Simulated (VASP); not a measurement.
A run of VASP 6.6.1:

Contents of INCAR:

```
SYSTEM = BaTiO3
PREC     = Accurate       ! precision mode
ENCUT    = 910            ! plane-wave cutoff, eV
EDIFF    = 1E-6           ! SCF threshold, eV
ISMEAR   = 0              ! smearing method
SIGMA    = 0.02           ! smearing width, eV
LREAL    = .FALSE.        ! projectors in reciprocal space
LASPH    = .TRUE.         ! aspherical terms in the spheres
NELM     = 120            ! most SCF steps
ALGO     = Normal         ! electronic algorithm
ISIF     = 2              ! what is computed and relaxed
LWAVE    = .FALSE.        ! write WAVECAR
LCHARG   = .FALSE.        ! write CHGCAR
GGA      = PE             ! functional
NBANDS   = 28             ! bands
GGA_COMPAT= .FALSE.
```

The input KPOINTS:

```
Automatic mesh
0
G
  8 8 6
  0 0 0
```

Contents of POSCAR:

```
BaTiO3
1.0
    4.0452315410      0.0000000000      0.0000000000
    0.0000000000      4.0452315410      0.0000000000
    0.0000000000      0.0000000000      4.1056954440
Ba Ti O
1 1 3
Direct
    0.5000000000      0.5000000000      0.5861789671
    0.0000000000      0.0000000000      0.1027879874
    0.0000000000      0.5000000000      0.0625003252
    0.5000000000      0.0000000000      0.0625003252
    0.0000000000      0.0000000000      0.5460293850
```

Potentials or basis: VASP PAW PBE potentials, release 64 (Ba_sv, Ti_sv, O_h).

Command:

```sh
$ cat potpaw_PBE.64/Ba_sv/POTCAR potpaw_PBE.64/Ti_sv/POTCAR potpaw_PBE.64/O_h/POTCAR > POTCAR
$ mpirun -np 1 vasp_std > vasp.out
```

Hardware: 1 thread of Intel(R) Xeon(R) Platinum 8259CL CPU @ 2.50GHz (Skylake/Cascade Lake), with other jobs on the host.

How long does it take, and how much memory?

It took 3.2 min on 1 thread of Intel(R) Xeon(R) Platinum 8259CL CPU @ 2.50GHz (Skylake/Cascade Lake), on a shared host, peak memory 0.42 GiB. Counts: scf iterations 17, k points 60.
